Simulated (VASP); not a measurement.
# TiN (dsol) (Fm-3m) in VASP: further runs, part 2 of 2

VASP 6.6.1. Earlier steps stand in the parts before.

### Step 4. Single point, PBEsol

This run uses another cell than the first one, of 9.30 Å³/atom, 0.975 times its volume.

INCAR

```
SYSTEM = TiN
ALGO = Normal
EDIFF = 1E-7
ENCUT = 520
GGA = PS
ISIF = 2
ISMEAR = -1
LASPH = .TRUE.
LCHARG = .FALSE.
LREAL = .FALSE.
LWAVE = .FALSE.
NBANDS = 16
NELM = 60
PREC = Accurate
SIGMA = 0.15
```

KPOINTS

```
k-points
0
G
  16 16 16
  0 0 0
```

POSCAR

```
TiN
1.0
    0.0000000000      2.1026817789      2.1026817789
    2.1026817789      0.0000000000      2.1026817789
    2.1026817789      2.1026817789      0.0000000000
Ti N
1 1
Direct
    0.0000000000      0.0000000000      0.0000000000
    0.5000000000      0.5000000000      0.5000000000
```

Potentials or basis: VASP PAW PBE potentials, release 64 (Ti_sv, N).

Command:

```sh
cat potpaw_PBE.64/Ti_sv/POTCAR potpaw_PBE.64/N/POTCAR > POTCAR
mpirun -np 1 vasp_std > vasp.out
```

OUTCAR:

```text
SYSTEM = TiN
   EDIFF = 1E-7
   ENCUT = 520
   GGA = PS
   ISIF = 2
   ISMEAR = -1
   LASPH = .TRUE.
   LREAL = .FALSE.
   NELM = 60
   PREC = Accurate

 ion  position               nearest neighbor table
   1  0.000  0.000  0.000-   2 2.10   2 2.10   2 2.10   2 2.10   2 2.10   2 2.10
   2  0.500  0.500  0.500-   1 2.10   1 2.10   1 2.10   1 2.10   1 2.10   1 2.10

  LATTYP: Found a face centered cubic cell.
 ALAT       =     4.2053635578

  Lattice vectors:

 A1 = (   0.0000000000,   2.1026817789,   2.1026817789)
 A2 = (   2.1026817789,   0.0000000000,   2.1026817789)
 A3 = (   2.1026817789,   2.1026817789,   0.0000000000)

Analysis of symmetry for initial positions (statically):
=====================================================================
 Subroutine PRICEL returns:
 Original cell was already a primitive cell.

 Routine SETGRP: Setting up the symmetry group for a
 face centered cubic supercell.

 Subroutine GETGRP returns: Found 48 space group operations
 (whereof 48 operations were pure point group operations)
 out of a pool of 48 trial point group operations.

The static configuration has the point symmetry O_h .

Analysis of symmetry for dynamics (positions and initial velocities):
[... 156 lines left out ...]

  energy without entropy =      -20.75116148  energy(sigma->0) =      -20.78096634

 E-fermi :  11.6465     XC(G=0): -13.3654

 val. band max:       11.6457575815   @ k =  -0.3750   0.4375   0.1875
 cond. band min:      11.6700352183   @ k =   0.4375   0.1875   0.0625
 fundamental gap:      0.0242776368
 Fermi energy:        11.6464541480

 k-point     1 :       0.0000    0.0000    0.0000
  band No.  band energies     occupation
      1     -45.9018      2.00000
      2     -21.9620      2.00000
      3     -21.9620      2.00000
      4     -21.9620      2.00000
      5      -5.5357      2.00000
      6       9.6120      2.00000
[... 433 lines left out ...]
      3     -21.9797      2.00000
      4     -21.9630      2.00000
      5      -5.3241      2.00000
      6       8.5038      2.00000
[... 8 lines left out ...]
     15      24.9735      0.00000
     16      31.0032      0.00000

 [... further k-points ...]
[... 5 lines left out ...]
  --------------------------------------------------------------------------------------
  -------------------------------------------------------------------------------------
  Total        0.0595782      0.0595782      0.0595782      0.0000000      0.0000000      0.0000000
  in kB        5.1338955      5.1338955      5.1338955      0.0000000      0.0000000      0.0000000
  external PRESSURE =       5.1338955 kB  Pullay stress =       0.0000000 kB

 VOLUME and BASIS-vectors are now :
 -----------------------------------------------------------------------------
  energy-cutoff  :      520.00
  volume of cell :       18.59
      direct lattice vectors                 reciprocal lattice vectors
     0.000000000  2.102681779  2.102681779    -0.237791569  0.237791569  0.237791569
     2.102681779  0.000000000  2.102681779     0.237791569 -0.237791569  0.237791569
     2.102681779  2.102681779  0.000000000     0.237791569  0.237791569 -0.237791569

 POSITION                                       TOTAL-FORCE (eV/Angst)
 -----------------------------------------------------------------------------------
      0.00000      0.00000      0.00000         0.000000      0.000000      0.000000
      2.10268      2.10268      2.10268        -0.000000      0.000000     -0.000000
 -----------------------------------------------------------------------------------
    total drift:                                0.000000     -0.000000     -0.000000

  FREE ENERGIE OF THE ION-ELECTRON SYSTEM (eV)
  ---------------------------------------------------
  free  energy   TOTEN  =       -20.8107711965 eV

  energy  without entropy=      -20.7511614780  energy(sigma->0) =      -20.78096634
```

OSZICAR:

```text
N       E                     dE             d eps       ncg     rms          rms(c)
DAV:   1     0.130336970335E+03    0.13034E+03   -0.81754E+03  4664   0.127E+03
DAV:   2    -0.180952895783E+02   -0.14843E+03   -0.13945E+03  5072   0.349E+02
DAV:   3    -0.255819666690E+02   -0.74867E+01   -0.74206E+01  5904   0.807E+01
DAV:   4    -0.257461967628E+02   -0.16423E+00   -0.16413E+00  5656   0.115E+01
DAV:   5    -0.257493784327E+02   -0.31817E-02   -0.31816E-02  5496   0.145E+00    0.190E+01
DAV:   6    -0.211657119156E+02    0.45837E+01   -0.12170E+01  6112   0.537E+01    0.694E+00
DAV:   7    -0.208534280381E+02    0.31228E+00   -0.14343E+00  5512   0.150E+01    0.522E+00
DAV:   8    -0.210309805553E+02   -0.17755E+00   -0.97732E-01  6400   0.145E+01    0.609E+00
DAV:   9    -0.208182520307E+02    0.21273E+00   -0.29966E-01  5376   0.863E+00    0.139E+00
DAV:  10    -0.208132607259E+02    0.49913E-02   -0.38347E-02  5640   0.225E+00    0.391E-01
DAV:  11    -0.208108310392E+02    0.24297E-02   -0.52012E-03  5392   0.645E-01    0.166E-01
DAV:  12    -0.208108273485E+02    0.36908E-05   -0.40944E-04  5440   0.206E-01    0.871E-02
DAV:  13    -0.208107807130E+02    0.46635E-04   -0.21787E-04  5552   0.233E-01    0.205E-02
DAV:  14    -0.208107714377E+02    0.92754E-05   -0.14970E-05  5672   0.536E-02    0.686E-03
DAV:  15    -0.208107712336E+02    0.20406E-06   -0.20168E-06  6072   0.126E-02    0.576E-03
DAV:  16    -0.208107711965E+02    0.37137E-07   -0.14800E-07  5128   0.412E-03
   1 F= -.20810771E+02 E0= -.20780966E+02  d E =-.596097E-01
```

Run time: 30 s. Hardware: 1 thread of Intel Xeon Platinum 8259CL at 2.50GHz (Skylake/Cascade Lake), shared host; peak memory 0.17 GiB.

What came out:

- Free energy: -20.8108 eV
- Pressure: 0.5 GPa

Caveat: the PAW data sets were made with another functional, which shifts forces and pressure a little.

### Step 5. Relaxation of cell and atoms, PBEsol

INCAR

```
ALGO = Normal
EDIFF = 1E-6
EDIFFG = -0.002
ENCUT = 600
GGA = PS
IBRION = 2
ISIF = 3
ISMEAR = 0
LASPH = True
LCHARG = False
LREAL = False
LWAVE = False
NELM = 100
NSW = 100
PREC = Accurate
SIGMA = 0.1
```

KPOINTS

```
k-points
0
Gamma
  14 14 14
```

POSCAR

```
TiN
1.0
    0.0000000000      2.1206234500      2.1206234500
    2.1206234500      0.0000000000      2.1206234500
    2.1206234500      2.1206234500      0.0000000000
Ti N
1 1
Direct
    0.0000000000      0.0000000000      0.0000000000
    0.5000000000      0.5000000000      0.5000000000
```

Potentials or basis: VASP PAW PBE potentials, release 64 (Ti_sv, N).

Command:

```sh
cat potpaw_PBE.64/Ti_sv/POTCAR potpaw_PBE.64/N/POTCAR > POTCAR
mpirun -np 1 vasp_std > vasp.out
```

OUTCAR:

```text
EDIFF = 1E-6
   EDIFFG = -0.002
   ENCUT = 600
   GGA = PS
   IBRION = 2
   ISIF = 3
   ISMEAR = 0
   LASPH = True
   LREAL = False
   NELM = 100
   NSW = 100
   PREC = Accurate

 ion  position               nearest neighbor table
   1  0.000  0.000  0.000-   2 2.12   2 2.12   2 2.12   2 2.12   2 2.12   2 2.12
   2  0.500  0.500  0.500-   1 2.12   1 2.12   1 2.12   1 2.12   1 2.12   1 2.12

  LATTYP: Found a face centered cubic cell.
 ALAT       =     4.2412469000

  Lattice vectors:

 A1 = (   0.0000000000,   2.1206234500,   2.1206234500)
 A2 = (   2.1206234500,   0.0000000000,   2.1206234500)
 A3 = (   2.1206234500,   2.1206234500,   0.0000000000)

Analysis of symmetry for initial positions (statically):
=====================================================================
 Subroutine PRICEL returns:
 Original cell was already a primitive cell.

 Routine SETGRP: Setting up the symmetry group for a
 face centered cubic supercell.

 Subroutine GETGRP returns: Found 48 space group operations
 (whereof 48 operations were pure point group operations)
 out of a pool of 48 trial point group operations.

The static configuration has the point symmetry O_h .

Analysis of symmetry for dynamics (positions and initial velocities):
[... 168 lines left out ...]
  Total       -0.8541226     -0.8541226     -0.8541226     -0.0000000      0.0000000      0.0000000
  in kB      -71.7480527    -71.7480527    -71.7480527     -0.0000000      0.0000000      0.0000000
  external PRESSURE =     -71.7480527 kB  Pullay stress =       0.0000000 kB
[... 95 lines left out ...]
--------------------------------------- Ionic step        4  -------------------------------------------

 number of electron      16.9999998 magnetization

 Free energy of the ion-electron system (eV)
  ---------------------------------------------------
  ext. energy  EPLUGINS =         0.00000000
  ---------------------------------------------------
  free energy    TOTEN  =       -20.78265502 eV

  energy without entropy =      -20.77774436  energy(sigma->0) =      -20.78019969

 E-fermi :  11.6654     XC(G=0): -13.3657

 val. band max:       11.6621614107   @ k =  -0.0714   0.0714   0.0000
 cond. band min:      11.6872328481   @ k =   0.5000   0.2857   0.1429
 fundamental gap:      0.0250714375
 Fermi energy:        11.6653529390

 k-point     1 :       0.0000    0.0000    0.0000
  band No.  band energies     occupation
      1     -45.9095      2.00000
      2     -21.9702      2.00000
      3     -21.9702      2.00000
      4     -21.9702      2.00000
      5      -5.5341      2.00000
      6       9.6130      2.00000
      7       9.6130      2.00000
      8       9.6130      2.00000
      9      11.0080      2.00000
     10      11.0080      2.00000
     11      11.0080      2.00000
     12      12.2569      0.00000
[... 331 lines left out ...]
 k-point    24 :       0.2857    0.1429    0.0000
  band No.  band energies     occupation
      1     -45.8435      2.00000
      2     -22.3272      2.00000
      3     -22.0520      2.00000
      4     -22.0401      2.00000
      5      -4.3326      2.00000
      6       5.6118      2.00000
      7       7.4083      2.00000
      8       7.7961      2.00000
      9      10.7902      2.00000
     10      12.8141      0.00000
     11      13.2246      0.00000
     12      14.1786      0.00000

 [... further k-points ...]
[... 5 lines left out ...]
  --------------------------------------------------------------------------------------
  -------------------------------------------------------------------------------------
  Total        0.0004513      0.0004513      0.0004513      0.0000000     -0.0000000      0.0000000
  in kB        0.0388898      0.0388898      0.0388898      0.0000000     -0.0000000      0.0000000
  external PRESSURE =       0.0388898 kB  Pullay stress =       0.0000000 kB
[... 17 lines left out ...]
  FREE ENERGIE OF THE ION-ELECTRON SYSTEM (eV)
  ---------------------------------------------------
  free  energy   TOTEN  =       -20.7826550208 eV

  energy  without entropy=      -20.7777443573  energy(sigma->0) =      -20.78019969

 reached required accuracy - stopping structural energy minimisation
```

It took 50 s on 1 thread of Intel Xeon Platinum 8259CL at 2.50GHz (Skylake/Cascade Lake), shared host; peak memory 0.17 GiB.

Results:

* Free energy: -20.7827 eV
* Relaxed volume: 9.30 Å³/atom
* Relaxed cell: a = 2.974 Å, b = 2.974 Å, c = 2.974 Å, α = 60.00°, β = 60.00°, γ = 60.00°
* Space group after relaxing (to 0.05 Å): Fm-3m (No. 225)
* Energy gained by relaxing: 5.4 meV/atom
* Ionic steps: 4
* Pressure after relaxing: 0.0 GPa

Step by step:
```tsv
step	energy change (eV)	largest force (eV/Å)	pressure (GPa)	volume (Å³)
1	0.0000	0.0000	-7.17	19.07
2	0.0139	0.0000	12.00	17.92
3	-0.0108	0.0000	-0.04	18.60
4	-0.0108	0.0000	0.00	18.59
```

Final structure:
```cif
data_structure
_symmetry_space_group_name_H-M 'P 1'
_symmetry_Int_Tables_number 1
_cell_length_a 2.9737
_cell_length_b 2.9737
_cell_length_c 2.9737
_cell_angle_alpha 60.000
_cell_angle_beta 60.000
_cell_angle_gamma 60.000
_cell_volume 18.59
loop_
_atom_site_label
_atom_site_type_symbol
_atom_site_fract_x
_atom_site_fract_y
_atom_site_fract_z
_atom_site_occupancy
Ti1 Ti 0.00000 0.00000 0.00000 1
N1 N 0.50000 0.50000 0.50000 1
```

Levels at points of the mesh, in eV from the Fermi level:
| k point | band 6 | band 7 | band 8 | band 9 | band 10 | band 11 | band 12 |
| --- | --- | --- | --- | --- | --- | --- | --- |
| (0.00, 0.00, 0.00) | -2.05 | -2.05 | -2.05 | -0.66 | -0.66 | -0.66 | 0.59 |
| (0.50, 0.00, 0.00) | -8.28 | -5.63 | -5.63 | 1.77 | 1.77 | 2.48 | 5.98 |
| (0.50, 0.50, 0.00) | -5.90 | -3.26 | -3.26 | -3.23 | 1.71 | 2.51 | 2.51 |

Caveat: the PAW data sets were made with another functional, which shifts forces and pressure a little.

### Step 6. Relaxation of cell and atoms, PBEsol

This run uses another cell than the first one, of 9.29 Å³/atom, 0.974 times its volume.

INCAR

```
  PREC = Accurate
  ENCUT = 600
  EDIFF = 1E-6
  ISMEAR = -1
  SIGMA = 0.15
  LREAL = False
  LASPH = True
  NELM = 80
  ALGO = Normal
  ISIF = 3
  LWAVE = False
  LCHARG = False
  GGA = PS
  IBRION = 2
  NSW = 80
  EDIFFG = -0.001
```

KPOINTS

```
Automatic mesh
0
Gamma
  16 16 16
```

POSCAR

```
TiN
1.0
    0.0000000000      2.1019923905      2.1019923905
    2.1019923905      0.0000000000      2.1019923905
    2.1019923905      2.1019923905      0.0000000000
Ti N
1 1
Direct
    0.0000000000      0.0000000000      0.0000000000
    0.5000000000      0.5000000000      0.5000000000
```

Potentials or basis: VASP PAW PBE potentials, release 64 (Ti_sv, N).

Command:

```sh
cat potpaw_PBE.64/Ti_sv/POTCAR potpaw_PBE.64/N/POTCAR > POTCAR
mpirun -np 1 vasp_std > vasp.out
```

Run time: 2 min. Hardware: 1 thread of Intel Xeon Platinum 8259CL at 2.50GHz (Skylake/Cascade Lake), shared host; peak memory 0.18 GiB.

Results (log left out):

```yaml
Free_energy: -20.8123 eV
Relaxed_volume: 9.31 Å³/atom
Relaxed_cell: a = 2.975 Å, b = 2.975 Å, c = 2.975 Å, α = 60.00°, β = 60.00°, γ = 60.00°
Space_group_after_relaxing_to_0.05_Å: Fm-3m (No. 225)
Energy_gained_by_relaxing: 0.0 meV/atom
Ionic_steps: 15
Pressure_after_relaxing: 0.0 GPa
```

Final structure:
```cif
data_structure
_symmetry_space_group_name_H-M 'P 1'
_symmetry_Int_Tables_number 1
_cell_length_a 2.9749
_cell_length_b 2.9749
_cell_length_c 2.9749
_cell_angle_alpha 60.000
_cell_angle_beta 60.000
_cell_angle_gamma 60.000
_cell_volume 18.62
loop_
_atom_site_label
_atom_site_type_symbol
_atom_site_fract_x
_atom_site_fract_y
_atom_site_fract_z
_atom_site_occupancy
Ti1 Ti 0.00000 0.00000 0.00000 1
N1 N 0.50000 0.50000 0.50000 1
```

Levels at points of the mesh, in eV from the Fermi level:
| k point | band 6 | band 7 | band 8 | band 9 | band 10 | band 11 |
| --- | --- | --- | --- | --- | --- | --- |
| (0.00, 0.00, 0.00) | -2.03 | -2.03 | -2.03 | -0.63 | -0.63 | -0.63 |
| (0.50, 0.00, 0.00) | -8.25 | -5.60 | -5.60 | 1.79 | 1.79 | 2.50 |
| (0.50, 0.50, 0.00) | -5.88 | -3.24 | -3.24 | -3.20 | 1.73 | 2.53 |

Caveat: the PAW data sets were made with another functional, which shifts forces and pressure a little.

### Step 7. The runs side by side

```tsv
task	cell	k mesh	cutoff (eV)	smearing	gap on the mesh (eV)	pressure (GPa)	relaxed volume (Å³/atom)
single point	a = 2.999 Å, angles 60.0°, 2 atoms	8 × 8 × 8	520	gaussian 0.1 eV	none	-6.9	-
single point	a = 2.973 Å, angles 60.0°, 2 atoms	14 × 14 × 14	520	gaussian 0.1 eV	none	0.5	-
single point	a = 2.974 Å, angles 60.0°, 2 atoms	16 × 16 × 16	520	fermi-dirac 0.15 eV	none	0.5	-
relaxation of cell and atoms	relaxed from a = 2.999 Å, angles 60.0°, 2 atoms	14 × 14 × 14	600	gaussian 0.1 eV	none	0.0	9.30
relaxation of cell and atoms	relaxed from a = 2.973 Å, angles 60.0°, 2 atoms	16 × 16 × 16	600	fermi-dirac 0.15 eV	none	0.0	9.31
```

Alike in all rows: level PBEsol; potentials or basis VASP PAW PBE potentials, release 64 (Ti_sv, N); no spin polarisation.

Caveats: the PAW data sets were made with another functional, which shifts forces and pressure a little.

Total energies depend on the potentials used, so only differences within one code and one set of settings carry meaning.
